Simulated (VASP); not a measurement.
# Cu (P6/mmm) in VASP: further runs, part 2 of 2

VASP 6.6.1. The steps go on from the part before.

## 4. Single point, RPBE (11.62 Å³/atom)

This run uses another cell than the first one, of 11.62 Å³/atom.

INCAR reads:

```
SYSTEM = Cu
PREC = Accurate
ENCUT = 520
EDIFF = 1E-6
ISMEAR = -1
SIGMA = 0.1
LREAL = .FALSE.
LASPH = .TRUE.
NELM = 100
ALGO = Normal
ISIF = 2
LWAVE = .FALSE.
LCHARG = .FALSE.
GGA = RP
NBANDS = 24
```

KPOINTS reads:

```
regular mesh
0
G
  10 10 14
  0 0 0
```

POSCAR reads:

```
Cu
1.0
    4.0615384741      0.0000000000      0.0000000000
   -2.0307692370      3.5173954970      0.0000000000
    0.0000000000      0.0000000000      2.4400461563
Cu
3
Direct
    0.0000000000      0.0000000000      0.0000000000
    0.3333333333      0.6666666667      0.5000000000
    0.6666666667      0.3333333333      0.5000000000
```

Potentials or basis: VASP PAW PBE potentials, release 64 (Cu).

Command:

```bash
cat potpaw_PBE.64/Cu/POTCAR > POTCAR
mpirun -np 1 vasp_std > vasp.out
```

OUTCAR:

```text
SYSTEM = Cu
   PREC = Accurate
   ENCUT = 520
   EDIFF = 1E-6
   ISMEAR = -1
   LREAL = .FALSE.
   LASPH = .TRUE.
   NELM = 100
   ISIF = 2
   GGA = RP

 ion  position               nearest neighbor table
   1  0.000  0.000  0.000-   2 2.64   3 2.64   2 2.64   3 2.64   2 2.64   2 2.64   3 2.64   3 2.64
                             3 2.64   3 2.64   2 2.64   2 2.64
   2  0.333  0.667  0.500-   3 2.34   3 2.34   3 2.34   1 2.64   1 2.64   1 2.64   1 2.64   1 2.64
                             1 2.64
   3  0.667  0.333  0.500-   2 2.34   2 2.34   2 2.34   1 2.64   1 2.64   1 2.64   1 2.64   1 2.64
                             1 2.64

  LATTYP: Found a hexagonal cell.
 ALAT       =     4.0615384741
 C/A-ratio  =     0.6007689381

  Lattice vectors:

 A1 = (   4.0615384741,   0.0000000000,   0.0000000000)
 A2 = (  -2.0307692370,   3.5173954970,   0.0000000000)
 A3 = (   0.0000000000,   0.0000000000,   2.4400461563)

Analysis of symmetry for initial positions (statically):
=====================================================================
 Subroutine PRICEL returns:
 Original cell was already a primitive cell.

 Routine SETGRP: Setting up the symmetry group for a
 hexagonal supercell.

[... 162 lines left out ...]
  ---------------------------------------------------
  free energy    TOTEN  =        -9.44496553 eV

  energy without entropy =       -9.41356782  energy(sigma->0) =       -9.42926668

 E-fermi :   7.9664     XC(G=0): -12.6779

 val. band max:        7.9650700665   @ k =   0.3000   0.3000   0.2857
 cond. band min:       7.9713773987   @ k =   0.3000   0.0000   0.1429
 fundamental gap:      0.0063073323
 Fermi energy:         7.9664002003

 k-point     1 :       0.0000    0.0000    0.0000
  band No.  band energies     occupation
      1      -1.5142      2.00000
      2       3.3002      2.00000
      3       4.2222      2.00000
      4       4.2222      2.00000
      5       4.2800      2.00000
      6       4.2800      2.00000
[... 637 lines left out ...]
     23      24.6305      0.00000
     24      24.9691      0.00000

 [... further k-points ...]
[... 5 lines left out ...]
  --------------------------------------------------------------------------------------
  -------------------------------------------------------------------------------------
  Total        2.8760050      2.8760050      2.7079175      0.0000000      0.0000000     -0.0000000
  in kB      132.1875054    132.1875054    124.4618319      0.0000000      0.0000000     -0.0000000
  external PRESSURE =     129.6122809 kB  Pullay stress =       0.0000000 kB

 VOLUME and BASIS-vectors are now :
 -----------------------------------------------------------------------------
  energy-cutoff  :      520.00
  volume of cell :       34.86
      direct lattice vectors                 reciprocal lattice vectors
     4.061538474  0.000000000  0.000000000     0.246212120  0.142150634  0.000000000
    -2.030769237  3.517395497  0.000000000     0.000000000  0.284301268  0.000000000
     0.000000000  0.000000000  2.440046156     0.000000000  0.000000000  0.409828313

 POSITION                                       TOTAL-FORCE (eV/Angst)
 -----------------------------------------------------------------------------------
      0.00000      0.00000      0.00000         0.000000      0.000000     -0.000000
     -0.00000      2.34493      1.22002        -0.000000     -0.000000      0.000000
      2.03077      1.17247      1.22002         0.000000      0.000000     -0.000000
 -----------------------------------------------------------------------------------
    total drift:                               -0.000000      0.000000      0.000000

  FREE ENERGIE OF THE ION-ELECTRON SYSTEM (eV)
  ---------------------------------------------------
  free  energy   TOTEN  =        -9.4449655338 eV

  energy  without entropy=       -9.4135678181  energy(sigma->0) =       -9.42926668
```

OSZICAR:

```text
N       E                     dE             d eps       ncg     rms          rms(c)
DAV:   1     0.222063484776E+03    0.22206E+03   -0.14804E+04  5848   0.244E+03
DAV:   2     0.360153425249E+01   -0.21846E+03   -0.20696E+03  5376   0.348E+02
DAV:   3    -0.116091474299E+02   -0.15211E+02   -0.14104E+02  6320   0.131E+02
DAV:   4    -0.118423020871E+02   -0.23315E+00   -0.23300E+00  6352   0.201E+01
DAV:   5    -0.118455003025E+02   -0.31982E-02   -0.31982E-02  7376   0.213E+00    0.126E+01
DAV:   6    -0.103157021860E+02    0.15298E+01   -0.16832E+01  5856   0.101E+02    0.599E+00
DAV:   7    -0.947413873409E+01    0.84156E+00   -0.32301E+00  6488   0.487E+01    0.113E+00
DAV:   8    -0.946711337112E+01    0.70254E-02   -0.15757E-01  7400   0.163E+01    0.968E-01
DAV:   9    -0.944819091658E+01    0.18922E-01   -0.23619E-02  8424   0.703E+00    0.449E-01
DAV:  10    -0.944493310926E+01    0.32578E-02   -0.84117E-03  7112   0.192E+00    0.374E-02
DAV:  11    -0.944496499951E+01   -0.31890E-04   -0.41154E-04  7496   0.337E-01    0.189E-02
DAV:  12    -0.944496544208E+01   -0.44257E-06   -0.50292E-05  7072   0.156E-01    0.785E-03
DAV:  13    -0.944496553377E+01   -0.91695E-07   -0.43397E-06  5480   0.419E-02
   1 F= -.94449655E+01 E0= -.94292667E+01  d E =-.313977E-01
```

stdout:

```text
POSCAR found type information on POSCAR Cu
 POSCAR found :  1 types and       3 ions
 scaLAPACK will be used
 -----------------------------------------------------------------------------
|                                                                             |
|                                                                             |
|     You enforced a specific xc type in the INCAR file but a different       |
|     I HOPE YOU KNOW WHAT YOU ARE DOING!                                     |
|                                                                             |
 -----------------------------------------------------------------------------

 LDA part: xc-table for (Slater+PW92), standard interpolation
 POSCAR, INCAR and KPOINTS ok, starting setup
 FFT: planning ... GRIDC
 FFT: planning ... GRID_SOFT
 FFT: planning ... GRID
 WAVECAR not read
 entering main loop
```

Wall time 2.8 min (1 thread of AMD EPYC 7R13, shared host); peak memory 0.16 GiB.

What came out:

```yaml
Free_energy: -9.4450 eV
Pressure: 13.0 GPa
Band_gap_on_the_k_mesh: zero (an odd number of electrons rules out a gap without spin polarisation)
```

Caveat: the cell stands under pressure; the PAW data sets were made with another functional, which shifts forces and pressure a little.

## 5. Summary

```tsv
cell	k mesh	gap on the mesh (eV)	pressure (GPa)
a = 4.176, b = 4.176, c = 2.509 Å, angles 90.0, 90.0, 120.0°, 3 atoms	9 × 9 × 13	none	0.6
a = 4.002, b = 4.002, c = 2.404 Å, angles 90.0, 90.0, 120.0°, 3 atoms	10 × 10 × 14	none	21.7
a = 4.062, b = 4.062, c = 2.440 Å, angles 90.0, 90.0, 120.0°, 3 atoms	10 × 10 × 14	none	13.0
```

Alike in all rows: task single point; level RPBE; potentials or basis VASP PAW PBE potentials, release 64 (Cu); no spin polarisation; cutoff (eV) 520; smearing fermi-dirac 0.1 eV.

Caveats: the PAW data sets were made with another functional, which shifts forces and pressure a little; the cell stands under pressure (at least some runs).

Total energies depend on the potentials used, so only differences within one code and one set of settings carry meaning.

The gap in the log of VASP goes by the Fermi energy; the results here count the filled bands.